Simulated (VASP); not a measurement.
CoSi2: relaxation of cell and atoms with PBE+D4

CoSi2:

```
Co Si
1.0
     0.00000    2.67800    2.67800
     2.67800    0.00000    2.67800
     2.67800    2.67800    0.00000
Co Si
1 2
Direct
  0.00000 0.00000 0.00000
  0.75000 0.75000 0.75000
  0.25000 0.25000 0.25000
```

* Program: VASP 6.6.1
* Task: relaxation of cell and atoms
* Functional: PBE
* Dispersion: D4
* Potentials or basis: VASP PAW PBE potentials, release 64 (Co, Si)
* Cutoff: 600 eV
* k mesh: 9 × 9 × 9
* Occupations: fermi-dirac, width 0.05 eV
* Spin: collinear spin, ferromagnetic start
* Starting moments: [2.0, 0.0, 0.0] μB
* Dipole correction: no
* Further INCAR settings: ALGO = Normal; EDIFF = 1e-06; IBRION = 2; EDIFFG = -0.01; NSW = 60; ISIF = 3

The relaxed volume is 12.44 Å³/atom. The relaxed cell is a = 3.751 Å, b = 3.751 Å, c = 3.751 Å, α = 60.00°, β = 60.00°, γ = 60.00° and the space group after relaxing (to 0.05 Å) is Fm-3m (No. 225). The energy gained by relaxing is 5.9 meV/atom. The ionic steps are 4 and the pressure after relaxing is 0.1 GPa. The net moment is 0.00 μB per cell, the valence electrons inside the program's atomic spheres are Co 8.94; Si 1.61 and the dispersion energy per atom is -0.472 eV.

Step by step:
| step | energy change (eV) | largest force (eV/Å) | pressure (GPa) | volume (Å³) |
| --- | --- | --- | --- | --- |
| 1 | 0.0000 | 0.0000 | -5.15 | 38.41 |
| 2 | 0.0060 | 0.0000 | 6.62 | 36.17 |
| 3 | -0.0177 | 0.0000 | -0.15 | 37.35 |
| 4 | -0.0177 | 0.0000 | 0.08 | 37.32 |

Final structure:
```cif
data_structure
_symmetry_space_group_name_H-M 'P 1'
_symmetry_Int_Tables_number 1
_cell_length_a 3.7511
_cell_length_b 3.7511
_cell_length_c 3.7511
_cell_angle_alpha 60.000
_cell_angle_beta 60.000
_cell_angle_gamma 60.000
_cell_volume 37.32
loop_
_atom_site_label
_atom_site_type_symbol
_atom_site_fract_x
_atom_site_fract_y
_atom_site_fract_z
_atom_site_occupancy
Co1 Co 0.00000 0.00000 0.00000 1
Si1 Si 0.75000 0.75000 0.75000 1
Si2 Si 0.25000 0.25000 0.25000 1
```

Levels at points of the mesh, in eV from the Fermi level:
Spin up:
```
           k point  band 7  band 8  band 9  band 10  band 11  band 12
(0.00, 0.00, 0.00)    1.08    3.49    3.49     3.49     3.56     3.56
```
Spin down:
```tsv
k point	band 5	band 6	band 7	band 8	band 9	band 10	band 11	band 12	band 13
(0.00, 0.00, 0.00)	-1.97	-1.97	1.08	3.49	3.49	3.49	3.56	3.56	3.56
```

It took 92 s on 1 thread of Intel(R) Xeon(R) 6975P-C (Granite Rapids) (shared host), peak memory 0.21 GiB.

Caveat: the starting moments collapsed, and a magnetic state may lie lower; pairwise dispersion overbinds metals, which lowers pressure and volume.
